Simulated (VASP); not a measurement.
# CdSe (Fm-3m) in VASP: further runs

CdSe is run at these levels: PBEsol; tasks: electric field gradients.

All numbers are computed with VASP 6.6.1; they aren't measurements. Logs are shortened: lines on timing, memory, paths and dates and some standing lists are left out, and cuts for length are marked.

## (1) The cell of the first run

Symmetry: Fm-3m, No. 225, cubic system. The conventional cell has a = 5.632 Å, b = 5.632 Å, c = 5.632 Å, α = 90.00°, β = 90.00°, γ = 90.00°. Cd (site symmetry m-3m) has 6 Se at 2.82 Å within 3.7 Å. Within 3.7 Å of Se (site symmetry m-3m) lie 6 Cd at 2.82 Å.

## (2) Electric field gradients, PBEsol (volume scaled by 0.9405)

Contents of INCAR:

```
PREC = Accurate
ENCUT = 520
EDIFF = 1E-8
ISMEAR = -1
SIGMA = 0.05
LREAL = False
LASPH = True
NELM = 80
ALGO = Normal
ISIF = 2
LWAVE = False
LCHARG = False
GGA = PS
LEFG = True
NBANDS = 16
```

Contents of KPOINTS:

```
regular mesh
0
Gamma
  11 11 11
```

Contents of POSCAR:

```
CdSe
1.0
    0.0000000000      2.8157884101      2.8157884101
    2.8157884101      0.0000000000      2.8157884101
    2.8157884101      2.8157884101      0.0000000000
Cd Se
1 1
Direct
    0.0000000000      0.0000000000      0.0000000000
    0.5000000000      0.5000000000      0.5000000000
```

Potentials or basis: VASP PAW PBE potentials, release 64 (Cd, Se).

Started as:

```
$ cat potpaw_PBE.64/Cd/POTCAR potpaw_PBE.64/Se/POTCAR > POTCAR
$ mpirun -np 1 vasp_std > vasp.out
```

OUTCAR:

```text
PREC = Accurate
   ENCUT = 520
   EDIFF = 1E-8
   ISMEAR = -1
   LREAL = False
   LASPH = True
   NELM = 80
   ISIF = 2
   GGA = PS

 ion  position               nearest neighbor table
   1  0.000  0.000  0.000-   2 2.82   2 2.82   2 2.82   2 2.82   2 2.82   2 2.82
   2  0.500  0.500  0.500-   1 2.82   1 2.82   1 2.82   1 2.82   1 2.82   1 2.82

  LATTYP: Found a face centered cubic cell.
 ALAT       =     5.6315768202

  Lattice vectors:

 A1 = (   0.0000000000,   2.8157884101,   2.8157884101)
 A2 = (   2.8157884101,   0.0000000000,   2.8157884101)
 A3 = (   2.8157884101,   2.8157884101,   0.0000000000)

Analysis of symmetry for initial positions (statically):
=====================================================================
 Subroutine PRICEL returns:
 Original cell was already a primitive cell.

 Routine SETGRP: Setting up the symmetry group for a
 face centered cubic supercell.

 Subroutine GETGRP returns: Found 48 space group operations
 (whereof 48 operations were pure point group operations)
 out of a pool of 48 trial point group operations.

The static configuration has the point symmetry O_h .

Analysis of symmetry for dynamics (positions and initial velocities):
=====================================================================
 Subroutine PRICEL returns:
 Original cell was already a primitive cell.

 Routine SETGRP: Setting up the symmetry group for a
 face centered cubic supercell.

 Subroutine GETGRP returns: Found 48 space group operations
 (whereof 48 operations were pure point group operations)
 out of a pool of 48 trial point group operations.

The dynamic configuration has the point symmetry O_h .

 Subroutine INISYM returns: Found 48 space group operations
 (whereof 48 operations are pure point group operations),
 and found     1 'primitive' translations

----------------------------------------------------------------------------------------

                                     Primitive cell

  volume of cell :      44.6509

  direct lattice vectors                    reciprocal lattice vectors
     0.000000000  2.815788410  2.815788410    -0.177570161  0.177570161  0.177570161
     2.815788410  0.000000000  2.815788410     0.177570161 -0.177570161  0.177570161
     2.815788410  2.815788410  0.000000000     0.177570161  0.177570161 -0.177570161

  length of vectors
     3.982126158  3.982126158  3.982126158     0.307560540  0.307560540  0.307560540

  position of ions in fractional coordinates (direct lattice)
     0.000000000  0.000000000  0.000000000
     0.500000000  0.500000000  0.500000000

  ion indices of the primitive-cell ions
   primitive index   ion index
                 1           1
                 2           2

----------------------------------------------------------------------------------------

 KPOINTS: regular mesh

Automatic generation of k-mesh.
 Grid dimensions read from file:
 generate k-points for:   11   11   11

 Generating k-lattice:

  Cartesian coordinates                     Fractional coordinates (reciprocal lattice)
    -0.016142742  0.016142742  0.016142742     0.090909091  0.000000000  0.000000000
     0.016142742 -0.016142742  0.016142742     0.000000000  0.090909091  0.000000000
     0.016142742  0.016142742 -0.016142742     0.000000000  0.000000000  0.090909091

  Length of vectors
     0.027960049  0.027960049  0.027960049

  Shift w.r.t. Gamma in fractional coordinates (k-lattice)
     0.000000000  0.000000000  0.000000000

 Subroutine IBZKPT returns following result:
 ===========================================

 Found     56 irreducible k-points:

 Following reciprocal coordinates:
            Coordinates               Weight
  0.000000  0.000000  0.000000      1.000000
  0.090909  0.000000  0.000000      8.000000
  0.181818  0.000000  0.000000      8.000000
  0.272727  0.000000  0.000000      8.000000
  0.363636  0.000000  0.000000      8.000000
  0.454545  0.000000  0.000000      8.000000
[... 16 lines left out ...]
 -0.272727  0.181818  0.000000     24.000000
 -0.181818  0.181818  0.000000     12.000000
 [... further k-points ...]
   k-points           NKPTS =     56   k-points in BZ     NKDIM =     56   number of bands    NBANDS=     16
   number of dos      NEDOS =    301   number of ions     NIONS =      2
   total plane-waves  NPLWV =  27000
   dimension x,y,z NGX =    30 NGY =   30 NGZ =   30
   dimension x,y,z NGXF=    60 NGYF=   60 NGZF=   60
   ions per type =               1   1
   NGX,Y,Z   is equivalent  to a cutoff of  12.52, 12.52, 12.52 a.u.
   NGXF,Y,Z  is equivalent  to a cutoff of  25.05, 25.05, 25.05 a.u.
 SYSTEM =  unknown system
   PREC   = accura    normal or accurate (medium, high low for compatibility)
   ISTART =      0    job   : 0-new  1-cont  2-samecut
   ICHARG =      2    charge: 1-file 2-atom 10-const
   ISPIN  =      1    spin polarized calculation?
   LNONCOLLINEAR =      F non collinear calculations
   LSORBIT =      F    spin-orbit coupling
   LASPH  =      T    aspherical Exc in radial PAW
   ENCUT  =  520.0 eV  38.22 Ry    6.18 a.u.   7.40  7.40  7.40*2*pi/ulx,y,z
   NELM   =     80;   NELMIN=  2; NELMDL= -5     # of ELM steps
   EDIFF  = 0.1E-07   stopping-criterion for ELM
   LREAL  =      F    real-space projection
   EDIFFG = 0.1E-06   stopping-criterion for IOM
   NSW    =      0    number of steps for IOM
   IBRION =     -1    ionic relax: 0-MD 1-quasi-New 2-CG
   NFREE  =      0    steps in history (QN), initial steepest desc. (CG)
   ISIF   =      2    stress and relaxation
   ISYM   =      2    0-nonsym 1-usesym 2-fastsym
   POTIM  = 0.5000    time-step for ionic-motion
   TEBEG  =    0.0;   TEEND  =   0.0 temperature during run
   PSTRESS=    0.0 pullay stress
   NELECT =      18.0000    total number of electrons
   NUPDOWN=      -1.0000    fix difference up-down
   EMIN   =  10.00;   EMAX   =-10.00  energy-range for DOS
   EFERMI =   0.00;   METHOD = LEGACY
   ISMEAR =    -1;   SIGMA  =   0.05  broadening in eV -4-tet -1-fermi 0-gaus
   EFERMI_NEDOS =   21; number of points for ismear=-14 and -15
   IALGO  =     38    algorithm
   IMIX   =      4    mixing-type and parameters
     AMIX     =   0.40;   BMIX     =  1.00
     AMIX_MAG =   1.60;   BMIX_MAG =  1.00
  volume/ion in A,a.u.               =      22.33       150.66
  Fermi-wavevector in a.u.,A,eV,Ry     =   1.209360  2.285359 19.899227  1.462552
  Thomas-Fermi vector in A             =   2.344940
   LORBIT       =      0    0 simple, 1 ext, 2 COOP (PROOUT), +10 PAW based schemes
   GGA     = PS    functional components
   LHFCALC =     F    Hartree Fock is set to
   AEXX    =    0.0000 exact exchange contribution
   IVDW    =     0    specifies the selected vdW correction
   LEPSILON=     F    determine dielectric tensor
   LRPA    =     F    only Hartree local field effects (RPA)
 non-spin polarized calculation
  energy-cutoff  :      520.00
  volume of cell :       44.65
 maximum number of plane-waves:      1243
 NGX is ok and might be reduce to    30
   NGX = 15   NGY = 15   NGZ = 15

 number of electron      17.9999992 magnetization

 Free energy of the ion-electron system (eV)
  ---------------------------------------------------
  ext. energy  EPLUGINS =         0.00000000
  ---------------------------------------------------
  free energy    TOTEN  =        -5.99317699 eV

  energy without entropy =       -5.98921372  energy(sigma->0) =       -5.99119535

 E-fermi :   2.7325     XC(G=0): -10.4835

 val. band max:        2.6814370259   @ k =  -0.1818   0.1818   0.0000
 cond. band min:       2.9008415246   @ k =   0.0000   0.0000   0.0000
 fundamental gap:      0.2194044986
 Fermi energy:         2.7325352507

 k-point     1 :       0.0000    0.0000    0.0000
  band No.  band energies     occupation
      1     -10.6217      2.00000
      2      -5.3140      2.00000
      3      -5.3140      2.00000
      4      -5.2940      2.00000
      5      -5.2940      2.00000
      6      -5.2940      2.00000
[... 8 lines left out ...]
     15      12.6784      0.00000
     16      12.6784      0.00000

 k-point     2 :       0.0909    0.0000    0.0000
  band No.  band energies     occupation
      1     -10.5540      2.00000
      2      -5.3349      2.00000
      3      -5.3349      2.00000
      4      -5.3006      2.00000
      5      -5.2826      2.00000
      6      -5.2826      2.00000
[... 8 lines left out ...]
     15      12.1764      0.00000
     16      12.4820      0.00000

 k-point     3 :       0.1818    0.0000    0.0000
  band No.  band energies     occupation
      1     -10.3620      2.00000
      2      -5.3942      2.00000
      3      -5.3942      2.00000
      4      -5.3231      2.00000
      5      -5.2474      2.00000
      6      -5.2474      2.00000
[... 8 lines left out ...]
     15      12.3986      0.00000
     16      12.3986      0.00000

 k-point     4 :       0.2727    0.0000    0.0000
  band No.  band energies     occupation
      1     -10.0823      2.00000
      2      -5.4705      2.00000
      3      -5.4705      2.00000
      4      -5.3687      2.00000
      5      -5.2002      2.00000
      6      -5.2002      2.00000
[... 8 lines left out ...]
     15      13.1853      0.00000
     16      13.1853      0.00000

 k-point     5 :       0.3636    0.0000    0.0000
  band No.  band energies     occupation
      1      -9.7868      2.00000
      2      -5.5386      2.00000
      3      -5.5386      2.00000
      4      -5.4395      2.00000
      5      -5.1560      2.00000
      6      -5.1560      2.00000
[... 8 lines left out ...]
     15      14.2765      0.00000
     16      14.2765      0.00000

 k-point     6 :       0.4545    0.0000    0.0000
  band No.  band energies     occupation
      1      -9.5870      2.00000
      2      -5.5783      2.00000
      3      -5.5783      2.00000
      4      -5.5047      2.00000
      5      -5.1295      2.00000
      6      -5.1295      2.00000
[... 8 lines left out ...]
     15      15.4311      0.00000
     16      15.4311      0.00000
[... 267 lines left out ...]
 k-point    21 :      -0.4545    0.1818    0.0000
  band No.  band energies     occupation
      1      -9.5751      2.00000
      2      -5.5105      2.00000
      3      -5.4394      2.00000
      4      -5.3726      2.00000
      5      -5.1174      2.00000
      6      -5.0930      2.00000
[... 8 lines left out ...]
     15      15.3333      0.00000
     16      15.5197      0.00000

 k-point    22 :      -0.3636    0.1818    0.0000
  band No.  band energies     occupation
      1      -9.6150      2.00000
      2      -5.5409      2.00000
      3      -5.4783      2.00000
      4      -5.3454      2.00000
      5      -5.1434      2.00000
      6      -5.0836      2.00000
[... 8 lines left out ...]
     15      14.2796      0.00000
     16      15.2090      0.00000

 k-point    23 :      -0.2727    0.1818    0.0000
  band No.  band energies     occupation
      1      -9.7875      2.00000
      2      -5.5375      2.00000
      3      -5.4824      2.00000
      4      -5.3339      2.00000
      5      -5.1826      2.00000
      6      -5.1060      2.00000
[... 8 lines left out ...]
     15      14.4532      0.00000
     16      16.4983      0.00000

 k-point    24 :      -0.1818    0.1818    0.0000
  band No.  band energies     occupation
      1     -10.0192      2.00000
      2      -5.5045      2.00000
      3      -5.4492      2.00000
      4      -5.3298      2.00000
      5      -5.2200      2.00000
      6      -5.1516      2.00000
[... 8 lines left out ...]
     15      14.2569      0.00000
     16      15.0830      0.00000

 [... further k-points ...]
[... 5 lines left out ...]
  --------------------------------------------------------------------------------------
  -------------------------------------------------------------------------------------
  Total        0.0848862      0.0848862      0.0848862     -0.0000000     -0.0000000      0.0000000
  in kB        3.0459129      3.0459129      3.0459129     -0.0000000     -0.0000000      0.0000000
  external PRESSURE =       3.0459129 kB  Pullay stress =       0.0000000 kB

 VOLUME and BASIS-vectors are now :
 -----------------------------------------------------------------------------
  energy-cutoff  :      520.00
  volume of cell :       44.65
      direct lattice vectors                 reciprocal lattice vectors
     0.000000000  2.815788410  2.815788410    -0.177570161  0.177570161  0.177570161
     2.815788410  0.000000000  2.815788410     0.177570161 -0.177570161  0.177570161
     2.815788410  2.815788410  0.000000000     0.177570161  0.177570161 -0.177570161

 POSITION                                       TOTAL-FORCE (eV/Angst)
 -----------------------------------------------------------------------------------
      0.00000      0.00000      0.00000        -0.000000     -0.000000      0.000000
      2.81579      2.81579      2.81579         0.000000      0.000000     -0.000000
 -----------------------------------------------------------------------------------
    total drift:                               -0.000000      0.000000      0.000000

  FREE ENERGIE OF THE ION-ELECTRON SYSTEM (eV)
  ---------------------------------------------------
  free  energy   TOTEN  =        -5.9931769859 eV

  energy  without entropy=       -5.9892137169  energy(sigma->0) =       -5.99119535

 Electric field gradients (V/A^2)
---------------------------------------------------------------------
 ion       V_xx      V_yy      V_zz      V_xy      V_xz      V_yz
---------------------------------------------------------------------
   1       0.000     0.000    -0.000    -0.000    -0.000    -0.000
   2       0.000    -0.000    -0.000    -0.000    -0.000    -0.000
---------------------------------------------------------------------

 Electric field gradients after diagonalization (V/A^2)
 (convention: |V_zz| > |V_xx| > |V_yy|)
----------------------------------------------------------------------
 ion       V_xx      V_yy      V_zz     asymmetry (V_yy - V_xx)/ V_zz
----------------------------------------------------------------------
   1       0.000     0.000    -0.001       0.000
   2       0.000     0.000    -0.000       0.000
----------------------------------------------------------------------

           NMR quadrupolar parameters

 Cq : quadrupolar parameter    Cq=e*Q*V_zz/h
 eta: asymmetry parameters     (V_yy - V_xx)/ V_zz
 Q  : nuclear electric quadrupole moment in mb (millibarn)
----------------------------------------------------------------------
 ion       Cq(MHz)       eta       Q (mb)
----------------------------------------------------------------------
   1      -0.000       0.000       1.000
   2      -0.000       0.000       1.000
----------------------------------------------------------------------
```

Run time: 64 s. Hardware: 1 thread of AMD EPYC 7R43 (Zen 3), shared host; peak memory 0.16 GiB.

What came out:

- Free energy: -5.9932 eV
- Pressure: 0.3 GPa
- Band gap on the k mesh: zero (band 9 reaches 2.68 eV, above the bottom of band 10 at 2.24 eV)

Levels at points of the mesh, in eV from the Fermi level:
| k point | band 6 | band 7 | band 8 | band 9 | band 10 | band 11 | band 12 | band 13 |
| --- | --- | --- | --- | --- | --- | --- | --- | --- |
| (0.00, 0.00, 0.00) | -8.03 | -0.76 | -0.76 | -0.76 | 0.17 | 8.58 | 8.58 | 8.58 |

Caveat: without QUAD_EFG the Cq values of the log hold for a quadrupole moment of 1 mb, not for the nuclei; the PAW data sets were made with another functional, which shifts forces and pressure a little.

[end of part 1 of 3]
